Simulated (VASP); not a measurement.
# Li2S (Fm-3m) in VASP: notebook

Runs on Li2S. Level: PBE. Tasks: single point.

All numbers are computed with VASP 6.6.1; they aren't measurements. Logs are shortened: lines on timing, memory, paths and dates and some standing lists are left out, and cuts for length are marked.

## (1) The cell of the first run

The structure is cubic, space group Fm-3m (No. 225). Conventional cell: a = 5.589 Å, b = 5.589 Å, c = 5.589 Å, α = 90.00°, β = 90.00°, γ = 90.00°. Within 3.2 Å of Li (site symmetry -43m) lie 4 S at 2.42 Å and 6 Li at 2.79 Å. S (site symmetry m-3m) has 8 Li at 2.42 Å within 3.2 Å.

## (2) Single point, PBE (volume changed by -6%)

Contents of INCAR:

```
SYSTEM = Li2S
ALGO = Normal
EDIFF = 1E-6
ENCUT = 750
GGA = PE
GGA_COMPAT = .FALSE.
ISIF = 2
ISMEAR = 0
LASPH = .TRUE.
LCHARG = .FALSE.
LREAL = .FALSE.
LWAVE = .FALSE.
NBANDS = 13
NELM = 120
PREC = Accurate
SIGMA = 0.01
```

Contents of KPOINTS:

```
k-points
0
G
  6 6 6
  0 0 0
```

Contents of POSCAR:

```
Li2S
1.0
    0.0000000000      2.7945788905      2.7945788905
    2.7945788905      0.0000000000      2.7945788905
    2.7945788905      2.7945788905      0.0000000000
Li S
2 1
Direct
    0.2500000000      0.2500000000      0.2500000000
    0.7500000000      0.7500000000      0.7500000000
    0.0000000000      0.0000000000      0.0000000000
```

Potentials or basis: VASP PAW PBE potentials, release 64 (Li_sv, S).

Command:

```sh
$ cat potpaw_PBE.64/Li_sv/POTCAR potpaw_PBE.64/S/POTCAR > POTCAR
$ mpirun -np 1 vasp_std > vasp.out
```

OUTCAR:

```text
SYSTEM = Li2S
   EDIFF = 1E-6
   ENCUT = 750
   GGA = PE
   ISIF = 2
   ISMEAR = 0
   LASPH = .TRUE.
   LREAL = .FALSE.
   NELM = 120
   PREC = Accurate

 ion  position               nearest neighbor table
   1  0.250  0.250  0.250-   3 2.42   3 2.42   3 2.42   3 2.42
   2  0.750  0.750  0.750-   3 2.42   3 2.42   3 2.42   3 2.42
   3  0.000  0.000  0.000-   2 2.42   2 2.42   2 2.42   1 2.42   2 2.42   1 2.42   1 2.42   1 2.42

  LATTYP: Found a face centered cubic cell.
 ALAT       =     5.5891577810

  Lattice vectors:

 A1 = (   0.0000000000,   2.7945788905,   2.7945788905)
 A2 = (   2.7945788905,   0.0000000000,   2.7945788905)
 A3 = (   2.7945788905,   2.7945788905,   0.0000000000)

Analysis of symmetry for initial positions (statically):
=====================================================================
 Subroutine PRICEL returns:
 Original cell was already a primitive cell.

 Routine SETGRP: Setting up the symmetry group for a
 face centered cubic supercell.

 Subroutine GETGRP returns: Found 48 space group operations
 (whereof 48 operations were pure point group operations)
 out of a pool of 48 trial point group operations.

The static configuration has the point symmetry O_h .

Analysis of symmetry for dynamics (positions and initial velocities):
=====================================================================
 Subroutine PRICEL returns:
 Original cell was already a primitive cell.

 Routine SETGRP: Setting up the symmetry group for a
 face centered cubic supercell.

 Subroutine GETGRP returns: Found 48 space group operations
 (whereof 48 operations were pure point group operations)
 out of a pool of 48 trial point group operations.

The dynamic configuration has the point symmetry O_h .

 Subroutine INISYM returns: Found 48 space group operations
 (whereof 48 operations are pure point group operations),
 and found     1 'primitive' translations

----------------------------------------------------------------------------------------

                                     Primitive cell

  volume of cell :      43.6495

  direct lattice vectors                    reciprocal lattice vectors
     0.000000000  2.794578890  2.794578890    -0.178917833  0.178917833  0.178917833
     2.794578890  0.000000000  2.794578890     0.178917833 -0.178917833  0.178917833
     2.794578890  2.794578890  0.000000000     0.178917833  0.178917833 -0.178917833

  length of vectors
     3.952131368  3.952131368  3.952131368     0.309894778  0.309894778  0.309894778

  position of ions in fractional coordinates (direct lattice)
     0.250000000  0.250000000  0.250000000
     0.750000000  0.750000000  0.750000000
     0.000000000  0.000000000  0.000000000

  ion indices of the primitive-cell ions
   primitive index   ion index
                 1           1
                 2           2
                 3           3

----------------------------------------------------------------------------------------

 KPOINTS: k-points

Automatic generation of k-mesh.
 Grid dimensions read from file:
 generate k-points for:    6    6    6

 Generating k-lattice:

  Cartesian coordinates                     Fractional coordinates (reciprocal lattice)
    -0.029819639  0.029819639  0.029819639     0.166666667  0.000000000  0.000000000
     0.029819639 -0.029819639  0.029819639     0.000000000  0.166666667  0.000000000
     0.029819639  0.029819639 -0.029819639     0.000000000  0.000000000  0.166666667

  Length of vectors
     0.051649130  0.051649130  0.051649130

  Shift w.r.t. Gamma in fractional coordinates (k-lattice)
     0.000000000  0.000000000  0.000000000

 Subroutine IBZKPT returns following result:
 ===========================================

 Found     16 irreducible k-points:

 Following reciprocal coordinates:
            Coordinates               Weight
  0.000000  0.000000  0.000000      1.000000
  0.166667  0.000000  0.000000      8.000000
  0.333333  0.000000  0.000000      8.000000
  0.500000  0.000000  0.000000      4.000000
  0.166667  0.166667  0.000000      6.000000
  0.333333  0.166667  0.000000     24.000000
[... 8 lines left out ...]
 -0.333333  0.333333  0.166667     24.000000
 -0.333333  0.500000  0.166667     12.000000
   k-points           NKPTS =     16   k-points in BZ     NKDIM =     16   number of bands    NBANDS=     13
   number of dos      NEDOS =    301   number of ions     NIONS =      3
   total plane-waves  NPLWV =  46656
   dimension x,y,z NGX =    36 NGY =   36 NGZ =   36
   dimension x,y,z NGXF=    72 NGYF=   72 NGZF=   72
   ions per type =               2   1
   NGX,Y,Z   is equivalent  to a cutoff of  15.14, 15.14, 15.14 a.u.
   NGXF,Y,Z  is equivalent  to a cutoff of  30.29, 30.29, 30.29 a.u.
 SYSTEM =  Li2S
   PREC   = accura    normal or accurate (medium, high low for compatibility)
   ISTART =      0    job   : 0-new  1-cont  2-samecut
   ICHARG =      2    charge: 1-file 2-atom 10-const
   ISPIN  =      1    spin polarized calculation?
   LNONCOLLINEAR =      F non collinear calculations
   LSORBIT =      F    spin-orbit coupling
   LASPH  =      T    aspherical Exc in radial PAW
   ENCUT  =  750.0 eV  55.12 Ry    7.42 a.u.   8.83  8.83  8.83*2*pi/ulx,y,z
   NELM   =    120;   NELMIN=  2; NELMDL= -5     # of ELM steps
   EDIFF  = 0.1E-05   stopping-criterion for ELM
   LREAL  =      F    real-space projection
   EDIFFG = 0.1E-04   stopping-criterion for IOM
   NSW    =      0    number of steps for IOM
   IBRION =     -1    ionic relax: 0-MD 1-quasi-New 2-CG
   NFREE  =      0    steps in history (QN), initial steepest desc. (CG)
   ISIF   =      2    stress and relaxation
   ISYM   =      2    0-nonsym 1-usesym 2-fastsym
   POTIM  = 0.5000    time-step for ionic-motion
   TEBEG  =    0.0;   TEEND  =   0.0 temperature during run
   PSTRESS=    0.0 pullay stress
   NELECT =      12.0000    total number of electrons
   NUPDOWN=      -1.0000    fix difference up-down
   EMIN   =  10.00;   EMAX   =-10.00  energy-range for DOS
   EFERMI =   0.00;   METHOD = LEGACY
   ISMEAR =     0;   SIGMA  =   0.01  broadening in eV -4-tet -1-fermi 0-gaus
   EFERMI_NEDOS =   21; number of points for ismear=-14 and -15
   IALGO  =     38    algorithm
   IMIX   =      4    mixing-type and parameters
     AMIX     =   0.40;   BMIX     =  1.00
     AMIX_MAG =   1.60;   BMIX_MAG =  1.00
  volume/ion in A,a.u.               =      14.55        98.19
  Fermi-wavevector in a.u.,A,eV,Ry     =   1.064492  2.011597 15.417336  1.133142
  Thomas-Fermi vector in A             =   2.200012
   LORBIT       =      0    0 simple, 1 ext, 2 COOP (PROOUT), +10 PAW based schemes
   GGA     = PE    functional components
   LHFCALC =     F    Hartree Fock is set to
   AEXX    =    0.0000 exact exchange contribution
   IVDW    =     0    specifies the selected vdW correction
   LEPSILON=     F    determine dielectric tensor
   LRPA    =     F    only Hartree local field effects (RPA)
 non-spin polarized calculation
 Gauss-broadening in eV      SIGMA  =   0.01
  energy-cutoff  :      750.00
  volume of cell :       43.65
 maximum number of plane-waves:      2085
   NGX = 17   NGY = 17   NGZ = 17

 number of electron      11.9999996 magnetization

 Free energy of the ion-electron system (eV)
  ---------------------------------------------------
  ext. energy  EPLUGINS =         0.00000000
  ---------------------------------------------------
  free energy    TOTEN  =       -11.97171081 eV

  energy without entropy =      -11.97171081  energy(sigma->0) =      -11.97171081

 E-fermi :   2.0293     XC(G=0):  -8.7283

 val. band max:        1.8298008749   @ k =   0.0000   0.0000   0.0000
 cond. band min:       5.1768212449   @ k =   0.5000   0.5000   0.0000
 fundamental gap:      3.3470203700
 Fermi energy:         2.0292574823

 k-point     1 :       0.0000    0.0000    0.0000
  band No.  band energies     occupation
      1     -42.2400      2.00000
      2     -42.1866      2.00000
      3      -9.3541      2.00000
      4       1.8298      2.00000
      5       1.8298      2.00000
      6       1.8298      2.00000
      7       6.4014      0.00000
      8       8.0824      0.00000
      9       8.0824      0.00000
     10       8.0824      0.00000
     11      13.1592      0.00000
     12      13.1592      0.00000
     13      14.5520      0.00000

 k-point     2 :       0.1667    0.0000    0.0000
  band No.  band energies     occupation
      1     -42.2361      2.00000
      2     -42.1899      2.00000
      3      -9.2464      2.00000
      4       0.8165      2.00000
      5       1.6696      2.00000
      6       1.6696      2.00000
      7       7.0508      0.00000
      8       8.4774      0.00000
      9       8.4774      0.00000
     10       8.7778      0.00000
     11      11.9164      0.00000
     12      11.9164      0.00000
     13      14.8631      0.00000

 k-point     3 :       0.3333    0.0000    0.0000
  band No.  band energies     occupation
      1     -42.2257      2.00000
      2     -42.1991      2.00000
      3      -9.0076      2.00000
      4      -0.6353      2.00000
      5       1.3975      2.00000
      6       1.3975      2.00000
      7       7.8377      0.00000
      8       8.6238      0.00000
      9       8.6238      0.00000
     10      10.0324      0.00000
     11      12.4474      0.00000
     12      12.4474      0.00000
     13      15.6755      0.00000
[... 177 lines left out ...]
 k-point    15 :      -0.3333    0.3333    0.1667
  band No.  band energies     occupation
      1     -42.2119      2.00000
      2     -42.2118      2.00000
      3      -8.7605      2.00000
      4      -0.6945      2.00000
      5       0.1777      2.00000
      6       0.5570      2.00000
      7       7.5486      0.00000
      8       8.9255      0.00000
      9      11.0586      0.00000
     10      11.6040      0.00000
     11      11.8139      0.00000
     12      13.9779      0.00000
     13      15.4810      0.00000

 k-point    16 :      -0.3333    0.5000    0.1667
  band No.  band energies     occupation
      1     -42.2161      2.00000
      2     -42.2074      2.00000
      3      -8.7246      2.00000
      4      -0.2934      2.00000
      5       0.0019      2.00000
      6       0.0787      2.00000
      7       6.5435      0.00000
      8       9.9490      0.00000
      9      10.4359      0.00000
     10      12.1805      0.00000
     11      13.7602      0.00000
     12      14.6819      0.00000
     13      14.7308      0.00000

------------------------ aborting loop because EDIFF is reached ----------------------------------------

  FORCE on cell =-STRESS in cart. coord.  units (eV):
  Direction    XX          YY          ZZ          XY          YZ          ZX
  --------------------------------------------------------------------------------------
  -------------------------------------------------------------------------------------
  Total        0.7361352      0.7361352      0.7361352      0.0000000     -0.0000000     -0.0000000
  in kB       27.0202300     27.0202300     27.0202300      0.0000000     -0.0000000     -0.0000000
  external PRESSURE =      27.0202300 kB  Pullay stress =       0.0000000 kB

 VOLUME and BASIS-vectors are now :
 -----------------------------------------------------------------------------
  energy-cutoff  :      750.00
  volume of cell :       43.65
      direct lattice vectors                 reciprocal lattice vectors
     0.000000000  2.794578890  2.794578890    -0.178917833  0.178917833  0.178917833
     2.794578890  0.000000000  2.794578890     0.178917833 -0.178917833  0.178917833
     2.794578890  2.794578890  0.000000000     0.178917833  0.178917833 -0.178917833

 POSITION                                       TOTAL-FORCE (eV/Angst)
 -----------------------------------------------------------------------------------
      1.39729      1.39729      1.39729        -0.000000      0.000000      0.000000
      4.19187      4.19187      4.19187         0.000000     -0.000000     -0.000000
      0.00000      0.00000      0.00000         0.000000     -0.000000      0.000000
 -----------------------------------------------------------------------------------
    total drift:                                0.000000      0.000000      0.000000

  FREE ENERGIE OF THE ION-ELECTRON SYSTEM (eV)
  ---------------------------------------------------
  free  energy   TOTEN  =       -11.9717108137 eV

  energy  without entropy=      -11.9717108137  energy(sigma->0) =      -11.97171081
```

It took 20 s on 1 thread of Intel Xeon Platinum 8488C (Sapphire Rapids), shared host; peak memory 0.18 GiB.

What came out:

```
Free energy            : -11.9717 eV
Pressure               : 2.7 GPa
Band gap on the k mesh : 3.35 eV, indirect (least direct gap 4.57 eV)
```

 A k mesh can miss the band edges.

## (3) Single point, PBE (volume changed by -3%)

Contents of INCAR:

```
SYSTEM = Li2S
PREC = Accurate
ENCUT = 750
EDIFF = 1E-6
ISMEAR = 0
SIGMA = 0.01
LREAL = .FALSE.
LASPH = .TRUE.
NELM = 120
ALGO = Normal
ISIF = 2
LWAVE = .FALSE.
LCHARG = .FALSE.
GGA = PE
NBANDS = 13
GGA_COMPAT = .FALSE.
```

Contents of KPOINTS:

```
Automatic mesh
0
G
  6 6 6
  0 0 0
```

Contents of POSCAR:

```
Li2S
1.0
    0.0000000000      2.8239976723      2.8239976723
    2.8239976723      0.0000000000      2.8239976723
    2.8239976723      2.8239976723      0.0000000000
Li S
2 1
Direct
    0.2500000000      0.2500000000      0.2500000000
    0.7500000000      0.7500000000      0.7500000000
    0.0000000000      0.0000000000      0.0000000000
```

Potentials or basis: VASP PAW PBE potentials, release 64 (Li_sv, S).

Command:

```sh
$ cat potpaw_PBE.64/Li_sv/POTCAR potpaw_PBE.64/S/POTCAR > POTCAR
$ mpirun -np 1 vasp_std > vasp.out
```

Run time: 20 s. Hardware: 1 thread of Intel Xeon Platinum 8488C (Sapphire Rapids), shared host; peak memory 0.19 GiB.

The run converged. Its results:

```
Free energy            : -11.9895 eV
Pressure               : 1.2 GPa
Band gap on the k mesh : 3.37 eV, indirect (least direct gap 4.41 eV)
```

Levels at points of the mesh, in eV from the valence-band top:
```tsv
k point	band 4	band 5	band 6	band 7	band 8	band 9
(0.00, 0.00, 0.00)	0.00	0.00	0.00	4.41	6.24	6.24
(0.50, 0.00, 0.00)	-2.96	-0.53	-0.53	6.23	6.59	6.59
(0.50, 0.50, 0.00)	-2.22	-1.47	-1.47	3.37	7.16	11.29
```

 A k mesh can miss the band edges.
